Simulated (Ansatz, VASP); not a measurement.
## MgO in VASP and in Ansatz

INCAR

```
SYSTEM = MgO
ALGO = Normal
EDIFF = 1E-6
ENCUT = 600
GGA_COMPAT = .FALSE.
ISIF = 2
ISMEAR = 0
LASPH = .TRUE.
LCHARG = .TRUE.
LELF = .TRUE.
LREAL = .FALSE.
LVHAR = .TRUE.
LWAVE = .FALSE.
NBANDS = 11
NELM = 120
PREC = Accurate
SIGMA = 0.01
```

The input KPOINTS:

```
k-points
0
G
  8 8 8
  0 0 0
```

File POSCAR:

```
MgO
1.0
    0.0000000000      2.0803270553      2.0803270553
    2.0803270553      0.0000000000      2.0803270553
    2.0803270553      2.0803270553      0.0000000000
Mg O
1 1
Direct
    0.0000000000      0.0000000000      0.0000000000
    0.5000000000      0.5000000000      0.5000000000
```

Input for Ansatz:

```yaml
crystal:
  lattice:
    - [0.0, 2.0803270553, 2.0803270553]
    - [2.0803270553, 0.0, 2.0803270553]
    - [2.0803270553, 2.0803270553, 0.0]
  atoms:
    - { symbol: Mg, position: [0.0, 0.0, 0.0] }
    - { symbol: O, position: [0.5, 0.5, 0.5] }
basis:
  ecutwfc: 420
kpoints:
  mp_grid: { grid: [8, 8, 8] }
  band_path:
    path:
      - [0.0, 0.0, 0.0]
      - [0.0, 0.0, 0.0]
      - [0.0, 0.0, 0.0]
      - [0.0, 0.0, 0.0]
      - [0.0, 0.0, 0.0]
      - [0.0, 0.0, 0.0]
      - [0.0, 0.0, 0.0]
      - [0.0, 0.0, 0.0]
      - [0.0, 0.0, 0.0]
      - [0.0, 0.0, 0.0]
      - [0.0, 0.0, 0.0]
      - [0.0, 0.0, 0.0]
      - [0.0, 0.0, 0.0]
      - [0.0, 0.0, 0.0]
      - [0.0, 0.0, 0.0]
      - [0.0, 0.0, 0.0]
      - [0.0, 0.0, 0.0]
      - [0.0, 0.0, 0.0]
      - [0.0, 0.0, 0.0]
      - [0.0, 0.0, 0.0]
      - [0.0, 0.0, 0.0]
      - [0.0, 0.0, 0.0]
      - [0.0, 0.0, 0.0]
      - [0.0, 0.0, 0.0]
      - [0.0, 0.0, 0.0]
      - [0.0, 0.0, 0.0]
      - [0.3, 0.3, 0.0]
      - [0.3166666667, 0.3166666667, 0.0]
      - [0.3333333333, 0.3333333333, 0.0]
      - [0.35, 0.35, 0.0]
      - [0.3666666667, 0.3666666667, 0.0]
      - [0.3833333333, 0.3833333333, 0.0]
      - [0.4, 0.4, 0.0]
      - [0.4166666667, 0.4166666667, 0.0]
      - [0.4333333333, 0.4333333333, 0.0]
      - [0.45, 0.45, 0.0]
      - [0.4666666667, 0.4666666667, 0.0]
      - [0.4833333333, 0.4833333333, 0.0]
      - [0.5, 0.5, 0.0]
      - [0.5, 0.5, 0.5]
      - [0.5, 0.5, 0.5]
      - [0.5, 0.5, 0.5]
      - [0.5, 0.5, 0.5]
      - [0.5, 0.5, 0.5]
      - [0.5, 0.5, 0.5]
      - [0.5, 0.5, 0.5]
      - [0.5, 0.5, 0.5]
      - [0.5, 0.5, 0.5]
      - [0.5, 0.5, 0.5]
      - [0.5, 0.5, 0.5]
      - [0.5, 0.5, 0.5]
      - [0.5, 0.5, 0.5]
      - [0.5, 0.5, 0.5]
      - [0.5, 0.5, 0.5]
      - [0.5, 0.5, 0.5]
      - [0.5, 0.5, 0.5]
      - [0.5, 0.5, 0.5]
      - [0.5, 0.5, 0.5]
      - [0.5, 0.5, 0.5]
      - [0.5, 0.5, 0.5]
      - [0.5, 0.5, 0.5]
      - [0.5, 0.5, 0.5]
      - [0.5, 0.5, 0.5]
      - [0.5, 0.5, 0.5]
      - [0.5, 0.5, 0.5]
    npoints: 1
hamiltonian:
  xc: lda
  pseudopotentials: { kind: paw, azcp: { folder: soft_1 } }
scf:
  occupations: { method: fixed }
  n_extra_bands: 5
output:
  eigenvalues: true
```

Alike in both runs: task single point; functional LDA; k mesh 8 × 8 × 8; no spin polarisation.

|  | VASP | Ansatz |
| --- | --- | --- |
| version | VASP 6.6.1 | Ansatz 0.2.0 |
| potentials or method | VASP PAW LDA potentials, release 64 (Mg, O), cutoff 600 eV | scalar-relativistic, plane waves, PAW |
| occupations | gaussian, width 0.01 eV | fixed |
| valence electrons in the cell | 8 | 16 |

```tsv
	VASP	Ansatz	Ansatz less VASP
gap on the k mesh at the Fermi level (eV)	5.03	5.03	+0.003
least direct gap on the mesh (eV)	5.03	5.03	+0.003
```

Ansatz warns that its potentials were made for another functional, while VASP's fit it. LDA's correlation is that of Perdew and Zunger in VASP and of Perdew and Wang (1992) in Ansatz. VASP's potentials hold 8 valence electrons a cell and Ansatz's 16, so a difference there can come from the potentials and not from the codes.
